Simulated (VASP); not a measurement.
The system is SiC.

```xyz
8
Lattice="-3.0918 0.0000 0.0000 0.0000 0.0000 -5.0740 0.0000 -5.3551 0.0000" Properties=species:S:1:pos:R:3 pbc="T T T"
Si   -1.5459   -0.8925   -5.0509
Si    0.0000   -3.5701   -5.0509
Si    0.0000   -1.7850   -2.5139
Si   -1.5459   -4.4626   -2.5139
C    -1.5459   -0.8925   -3.1437
C     0.0000   -3.5701   -3.1437
C     0.0000   -1.7850   -0.6067
C    -1.5459   -4.4626   -0.6067
```

Base run:

```yaml
Program: VASP 6.6.1
Functional: PBE
Dispersion: D3(BJ)
Potentials_or_basis: VASP PAW PBE potentials, release 64 (Si, C)
Cutoff: 520 eV
k_mesh: 10 × 6 × 6
Occupations: gaussian, width 0.05 eV
Spin: no spin polarisation
```

Its results: band gap on the k mesh 2.34 eV; pressure -4.5 GPa; largest force 0.004 eV/Å.

Task: The run is repeated on the same cell with these changes: dispersion from D3(BJ) to none. What comes out?

Result: Band gap on the k mesh 2.34 eV; pressure 0.0 GPa; largest force 0.003 eV/Å.

Dispersion adds attraction, which lowers the pressure at fixed volume and, as a term added to the energy, leaves the levels alone.

Caveats: three body term missing (at least some runs); the cell stands under tension (at least some runs).

A k mesh can miss the band edges.
